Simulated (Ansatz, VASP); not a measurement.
# One calculation of BaTiO3, two programs

```
Ba Ti O
1.0
     3.87427    0.00000    0.00000
     0.00000    3.87427    0.00000
     0.00000    0.00000    3.87427
Ba Ti O
1 1 3
Cartesian
  0.0000 0.0000 0.0000
  1.9371 1.9371 1.9371
  1.9371 1.9371 0.0000
  1.9371 0.0000 1.9371
  0.0000 1.9371 1.9371
```

Change from the starting cell: hydrostatic strain -3.0%.

Alike in both runs: task single point; functional PBE; k mesh 6 × 6 × 6; occupations fermi-dirac, width 0.02 eV; no spin polarisation.

```csv
,VASP,Ansatz
version,VASP 6.6.1,Ansatz 0.2.0
potentials or method,"VASP PAW PBE potentials, release 64 (Ba_sv, Ti_sv, O_h)","plane waves, PAW"
plane-wave cutoff (eV),1340,420
valence electrons in the cell,40,40
```

|  | VASP | Ansatz | Ansatz less VASP |
| --- | --- | --- | --- |
| gap on the k mesh at the Fermi level (eV) | 1.94 | 2.00 | +0.061 |
| pressure (GPa) | 25.4 | 23.0 | -2.38 |

With one functional, cell and mesh, what is left measures potentials, basis and numerics.

Spin-orbit coupling is off throughout.
